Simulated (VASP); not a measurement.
Set up this calculation in VASP 6.6.1, as the native input.

| Item | Value |
| --- | --- |
| Task | single point |
| Functional | r2SCAN |
| Potentials or basis | VASP PAW PBE potentials, release 64 (Fe, Ge_d) |
| Cutoff | 520 eV |
| k mesh | 12 × 12 × 12 |
| Occupations | gaussian, width 0.1 eV |
| Spin | no spin polarisation |
| Dipole correction | no |
| Further INCAR settings | ALGO = Normal; EDIFF = 1e-07; NBANDS = 27 |

Fe3Ge:

```xyz
4
Lattice="3.6605 0.0000 0.0000 0.0000 3.6605 0.0000 0.0000 0.0000 3.6605" Properties=species:S:1:pos:R:3 pbc="T T T"
Fe    0.0000    1.8303    1.8303
Fe    1.8303    1.8303    0.0000
Fe    1.8303    0.0000    1.8303
Ge    0.0000    0.0000    0.0000
```

The input as run:

POSCAR

```
Fe3Ge
1.0
    3.6605005200      0.0000000000      0.0000000000
    0.0000000000      3.6605005200      0.0000000000
    0.0000000000      0.0000000000      3.6605005200
Fe Ge
3 1
Direct
    0.0000000000      0.5000000000      0.5000000000
    0.5000000000      0.5000000000      0.0000000000
    0.5000000000      0.0000000000      0.5000000000
    0.0000000000      0.0000000000      0.0000000000
```

INCAR.step1

```
SYSTEM = Fe3Ge
PREC = Accurate ; ENCUT = 520
ISMEAR = 0 ; SIGMA = 0.1
LREAL = .False. ; LASPH = .True.
NELM = 100 ; NBANDS = 27
GGA = PE ; ALGO = Normal
EDIFF = 1E-4 ; LWAVE = .True.
LCHARG = .False.
```

INCAR.step2

```
SYSTEM = Fe3Ge
PREC = Accurate ; ENCUT = 520
EDIFF = 1E-7 ; ISMEAR = 0
SIGMA = 0.1 ; LREAL = .False.
LASPH = .True. ; NELM = 100
ALGO = Normal ; ISIF = 2
LWAVE = .False. ; LCHARG = .False.
METAGGA = R2SCAN ; LMIXTAU = .True.
NBANDS = 27 ; ISTART = 1
```

KPOINTS

```
regular mesh
0
Gamma
  12 12 12
  0 0 0
```

Potentials or basis: VASP PAW PBE potentials, release 64 (Fe, Ge_d).

The run is started by

```console
$ cat potpaw_PBE.64/Fe/POTCAR potpaw_PBE.64/Ge_d/POTCAR > POTCAR
$ cp INCAR.step1 INCAR
$ mpirun -np 1 vasp_std > vasp.out
$ cp INCAR.step2 INCAR
$ mpirun -np 1 vasp_std > vasp.out
```

Results of the run:

The pressure is -23.2 GPa and the band gap on the k mesh is zero (bands 19 and 20 overlap by 0.50 eV).

Caveat: the cell stands under tension; the PAW data sets were made with another functional, which shifts forces and pressure a little; the run has no spin polarisation, though such a crystal can be magnetic.

Wall time 4.6 min on 1 thread of Intel(R) Xeon(R) Platinum 8259CL CPU @ 2.50GHz (Skylake/Cascade Lake) (shared host), peak memory 0.24 GiB.
